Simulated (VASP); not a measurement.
# Na (C2/m) in VASP: single point with PBE

Aim: the single point of Na with PBE.

Everything below comes from runs of VASP 6.6.1. Logs are shortened: lines on timing, memory, paths and dates and some standing lists are left out, and cuts for length are marked.

## 1. The cell of the first run

The structure is monoclinic, space group C2/m (No. 12). The conventional cell has a = 6.393 Å, b = 3.713 Å, c = 9.614 Å, α = 90.00°, β = 103.07°, γ = 90.00°. Within 4.9 Å of Na (site symmetry 2/m) lie 12 Na at 3.70 to 3.79 Å. Na (site symmetry m) has 12 Na at 3.70 to 3.79 Å within 4.9 Å.

## 2. Single point, PBE

INCAR reads:

```
PREC = Accurate
ENCUT = 500
EDIFF = 1E-6
ISMEAR = 0
SIGMA = 0.1
LREAL = F
LASPH = T
NELM = 120
ALGO = Normal
ISIF = 2
LWAVE = F
LCHARG = F
GGA = PE
NBANDS = 18
GGA_COMPAT = F
```

KPOINTS reads:

```
regular mesh
0
Gamma
  6 6 2
```

POSCAR reads:

```
Na
1.0
    3.1966520447     -1.8565520294      0.0000000000
    3.1966520447      1.8565520294      0.0000000000
   -2.1744518352      0.0000000000      9.3648511597
Na
3
Direct
    0.0000000000      0.0000000000      0.0000000000
    0.2224150000      0.2224150000      0.6666760000
    0.7775850000      0.7775850000      0.3333240000
```

Potentials or basis: VASP PAW PBE potentials, release 64 (Na_pv).

On the command line:

```
$ cat potpaw_PBE.64/Na_pv/POTCAR > POTCAR
$ mpirun -np 1 vasp_std > vasp.out
```

OUTCAR:

```text
PREC = Accurate
   ENCUT = 500
   EDIFF = 1E-6
   ISMEAR = 0
   LREAL = F
   LASPH = T
   NELM = 120
   ISIF = 2
   GGA = PE

 ion  position               nearest neighbor table
   1  0.000  0.000  0.000-
   2  0.222  0.222  0.667-
   3  0.778  0.778  0.333-

  LATTYP: Found a base centered monoclinic cell.
 ALAT       =     6.3933040894
 B/A-ratio  =     0.5807801423
 C/A-ratio  =     1.5037582021
 COS(beta)  =    -0.2261759492

  Lattice vectors:

 A1 = (   3.1966520447,  -1.8565520294,   0.0000000000)
 A2 = (   3.1966520447,   1.8565520294,   0.0000000000)
 A3 = (  -2.1744518352,   0.0000000000,   9.3648511597)

Analysis of symmetry for initial positions (statically):
=====================================================================
 Subroutine PRICEL returns:
 Original cell was already a primitive cell.

 Routine SETGRP: Setting up the symmetry group for a
 base centered monoclinic supercell.

 Subroutine GETGRP returns: Found  4 space group operations
 (whereof  4 operations were pure point group operations)
 out of a pool of  4 trial point group operations.

The static configuration has the point symmetry C_2h.

Analysis of symmetry for dynamics (positions and initial velocities):
=====================================================================
 Subroutine PRICEL returns:
 Original cell was already a primitive cell.

 Routine SETGRP: Setting up the symmetry group for a
 base centered monoclinic supercell.

 Subroutine GETGRP returns: Found  4 space group operations
 (whereof  4 operations were pure point group operations)
 out of a pool of  4 trial point group operations.

The dynamic configuration has the point symmetry C_2h.

 Subroutine INISYM returns: Found  4 space group operations
 (whereof  4 operations are pure point group operations),
 and found     1 'primitive' translations

----------------------------------------------------------------------------------------

                                     Primitive cell

  volume of cell :     111.1561

  direct lattice vectors                    reciprocal lattice vectors
     3.196652045 -1.856552029  0.000000000     0.156413646 -0.269316449  0.036318136
     3.196652045  1.856552029  0.000000000     0.156413646  0.269316449  0.036318136
    -2.174451835  0.000000000  9.364851160     0.000000000  0.000000000  0.106782263

  length of vectors
     3.696670087  3.696670087  9.613983463     0.313553162  0.313553162  0.106782263

  position of ions in fractional coordinates (direct lattice)
     0.000000000  0.000000000  0.000000000
     0.222415000  0.222415000  0.666676000
     0.777585000  0.777585000  0.333324000

  ion indices of the primitive-cell ions
   primitive index   ion index
                 1           1
                 2           2
                 3           3

----------------------------------------------------------------------------------------

 KPOINTS: regular mesh

Automatic generation of k-mesh.
 Grid dimensions read from file:
 generate k-points for:    6    6    2

 Generating k-lattice:

  Cartesian coordinates                     Fractional coordinates (reciprocal lattice)
     0.026068941 -0.044886075  0.006053023     0.166666667  0.000000000  0.000000000
     0.026068941  0.044886075  0.006053023     0.000000000  0.166666667  0.000000000
     0.000000000  0.000000000  0.053391132     0.000000000  0.000000000  0.500000000

  Length of vectors
     0.052258860  0.052258860  0.053391132

  Shift w.r.t. Gamma in fractional coordinates (k-lattice)
     0.000000000  0.000000000  0.000000000

 Subroutine IBZKPT returns following result:
 ===========================================

 Found     26 irreducible k-points:

 Following reciprocal coordinates:
            Coordinates               Weight
  0.000000  0.000000  0.000000      1.000000
  0.166667 -0.000000  0.000000      4.000000
  0.333333 -0.000000  0.000000      4.000000
  0.500000  0.000000  0.000000      2.000000
  0.166667  0.166667  0.000000      2.000000
  0.333333  0.166667  0.000000      4.000000
[... 16 lines left out ...]
  0.333333  0.333333  0.500000      2.000000
  0.500000  0.333333  0.500000      4.000000
 [... further k-points ...]
   k-points           NKPTS =     26   k-points in BZ     NKDIM =     26   number of bands    NBANDS=     18
   number of dos      NEDOS =    301   number of ions     NIONS =      3
   total plane-waves  NPLWV =  54880
   dimension x,y,z NGX =    28 NGY =   28 NGZ =   70
   dimension x,y,z NGXF=    56 NGYF=   56 NGZF=  140
   ions per type =               3
   NGX,Y,Z   is equivalent  to a cutoff of  12.59, 12.59, 12.10 a.u.
   NGXF,Y,Z  is equivalent  to a cutoff of  25.18, 25.18, 24.21 a.u.
 SYSTEM =  unknown system
   PREC   = accura    normal or accurate (medium, high low for compatibility)
   ISTART =      0    job   : 0-new  1-cont  2-samecut
   ICHARG =      2    charge: 1-file 2-atom 10-const
   ISPIN  =      1    spin polarized calculation?
   LNONCOLLINEAR =      F non collinear calculations
   LSORBIT =      F    spin-orbit coupling
   LASPH  =      T    aspherical Exc in radial PAW
   ENCUT  =  500.0 eV  36.75 Ry    6.06 a.u.   6.74  6.74 17.53*2*pi/ulx,y,z
   NELM   =    120;   NELMIN=  2; NELMDL= -5     # of ELM steps
   EDIFF  = 0.1E-05   stopping-criterion for ELM
   LREAL  =      F    real-space projection
   EDIFFG = 0.1E-04   stopping-criterion for IOM
   NSW    =      0    number of steps for IOM
   IBRION =     -1    ionic relax: 0-MD 1-quasi-New 2-CG
   NFREE  =      0    steps in history (QN), initial steepest desc. (CG)
   ISIF   =      2    stress and relaxation
   ISYM   =      2    0-nonsym 1-usesym 2-fastsym
   POTIM  = 0.5000    time-step for ionic-motion
   TEBEG  =    0.0;   TEEND  =   0.0 temperature during run
   PSTRESS=    0.0 pullay stress
   NELECT =      21.0000    total number of electrons
   NUPDOWN=      -1.0000    fix difference up-down
   EMIN   =  10.00;   EMAX   =-10.00  energy-range for DOS
   EFERMI =   0.00;   METHOD = LEGACY
   ISMEAR =     0;   SIGMA  =   0.10  broadening in eV -4-tet -1-fermi 0-gaus
   EFERMI_NEDOS =   21; number of points for ismear=-14 and -15
   IALGO  =     38    algorithm
   IMIX   =      4    mixing-type and parameters
     AMIX     =   0.40;   BMIX     =  1.00
     AMIX_MAG =   1.60;   BMIX_MAG =  1.00
  volume/ion in A,a.u.               =      37.05       250.04
  Fermi-wavevector in a.u.,A,eV,Ry     =   0.939370  1.775152 12.006005  0.882416
  Thomas-Fermi vector in A             =   2.066676
   LORBIT       =      0    0 simple, 1 ext, 2 COOP (PROOUT), +10 PAW based schemes
   GGA     = PE    functional components
   LHFCALC =     F    Hartree Fock is set to
   AEXX    =    0.0000 exact exchange contribution
   IVDW    =     0    specifies the selected vdW correction
   LEPSILON=     F    determine dielectric tensor
   LRPA    =     F    only Hartree local field effects (RPA)
 non-spin polarized calculation
 Gauss-broadening in eV      SIGMA  =   0.10
  energy-cutoff  :      500.00
  volume of cell :      111.16
 maximum number of plane-waves:      2858
   NGX = 13   NGY = 13   NGZ = 35

 number of electron      20.9999991 magnetization

 Free energy of the ion-electron system (eV)
  ---------------------------------------------------
  ext. energy  EPLUGINS =         0.00000000
  ---------------------------------------------------
  free energy    TOTEN  =        -3.94582982 eV

  energy without entropy =       -3.94276349  energy(sigma->0) =       -3.94429666

 E-fermi :   0.2710     XC(G=0):  -6.5030

 val. band max:        0.2273515670   @ k =  -0.3333   0.1667   0.5000
 cond. band min:       0.4143475958   @ k =  -0.3333   0.1667   0.5000
 fundamental gap:      0.1869960288
 Fermi energy:         0.2709926506

 k-point     1 :       0.0000    0.0000    0.0000
  band No.  band energies     occupation
      1     -24.5918      2.00000
      2     -24.5917      2.00000
      3     -24.5704      2.00000
      4     -24.5703      2.00000
      5     -24.5702      2.00000
      6     -24.5702      2.00000
[... 10 lines left out ...]
     17      10.8117      0.00000
     18      10.8608      0.00000

 k-point     2 :       0.1667   -0.0000    0.0000
  band No.  band energies     occupation
      1     -24.5920      2.00000
      2     -24.5895      2.00000
      3     -24.5774      2.00000
      4     -24.5759      2.00000
      5     -24.5748      2.00000
      6     -24.5724      2.00000
[... 10 lines left out ...]
     17       9.0598      0.00000
     18       9.3207      0.00000

 k-point     3 :       0.3333   -0.0000    0.0000
  band No.  band energies     occupation
      1     -24.5960      2.00000
      2     -24.5947      2.00000
      3     -24.5911      2.00000
      4     -24.5837      2.00000
      5     -24.5796      2.00000
      6     -24.5762      2.00000
[... 10 lines left out ...]
     17       6.0805      0.00000
     18       8.0709      0.00000

 k-point     4 :       0.5000    0.0000    0.0000
  band No.  band energies     occupation
      1     -24.6025      2.00000
      2     -24.6004      2.00000
      3     -24.5987      2.00000
      4     -24.5813      2.00000
      5     -24.5792      2.00000
      6     -24.5780      2.00000
[... 375 lines left out ...]
      4     -24.5867      2.00000
      5     -24.5779      2.00000
      6     -24.5749      2.00000
[... 10 lines left out ...]
     17       6.8710      0.00000
     18       7.5284      0.00000

 k-point    23 :       0.3333    0.3333    0.5000
  band No.  band energies     occupation
      1     -24.5958      2.00000
      2     -24.5935      2.00000
      3     -24.5922      2.00000
      4     -24.5872      2.00000
      5     -24.5771      2.00000
      6     -24.5770      2.00000
[... 10 lines left out ...]
     17       7.0656      0.00000
     18       8.2052      0.00000

 k-point    24 :       0.5000    0.3333    0.5000
  band No.  band energies     occupation
      1     -24.5990      2.00000
      2     -24.5971      2.00000
      3     -24.5954      2.00000
      4     -24.5849      2.00000
      5     -24.5827      2.00000
      6     -24.5798      2.00000
[... 10 lines left out ...]
     17       5.1938      0.00000
     18       5.7696      0.00000

 [... further k-points ...]

------------------------ aborting loop because EDIFF is reached ----------------------------------------

  FORCE on cell =-STRESS in cart. coord.  units (eV):
  Direction    XX          YY          ZZ          XY          YZ          ZX
  --------------------------------------------------------------------------------------
  -------------------------------------------------------------------------------------
  Total        0.3010810      0.2139626     -0.5666308      0.0000000      0.0000000     -0.1306873
  in kB        4.3397092      3.0840047     -8.1672797      0.0000000      0.0000000     -1.8836949
  external PRESSURE =      -0.2478553 kB  Pullay stress =       0.0000000 kB

 VOLUME and BASIS-vectors are now :
 -----------------------------------------------------------------------------
  energy-cutoff  :      500.00
  volume of cell :      111.16
      direct lattice vectors                 reciprocal lattice vectors
     3.196652045 -1.856552029  0.000000000     0.156413646 -0.269316449  0.036318136
     3.196652045  1.856552029  0.000000000     0.156413646  0.269316449  0.036318136
    -2.174451835  0.000000000  9.364851160     0.000000000  0.000000000  0.106782263

 POSITION                                       TOTAL-FORCE (eV/Angst)
 -----------------------------------------------------------------------------------
      0.00000      0.00000      0.00000        -0.000000      0.000000      0.000000
     -0.02769      0.00000      6.24332         0.001618      0.000000      0.000488
      4.24654      0.00000      3.12153        -0.001618      0.000000     -0.000488
 -----------------------------------------------------------------------------------
    total drift:                               -0.000000      0.000000      0.000000

  FREE ENERGIE OF THE ION-ELECTRON SYSTEM (eV)
  ---------------------------------------------------
  free  energy   TOTEN  =        -3.9458298179 eV

  energy  without entropy=       -3.9427634950  energy(sigma->0) =       -3.94429666
```

It took 30 s on 1 thread of Intel Xeon 8259CL, shared host; peak memory 0.22 GiB.

Results:

```
Free energy            : -3.9458 eV
Pressure               : 0.0 GPa
Band gap on the k mesh : zero (an odd number of electrons rules out a gap without spin polarisation)
```

Stress tensor (GPa, compression positive):
```
 0.43  0.00 -0.19
 0.00  0.31  0.00
-0.19  0.00 -0.82
```

The gap in the log of VASP goes by the Fermi energy; the results here count the filled bands.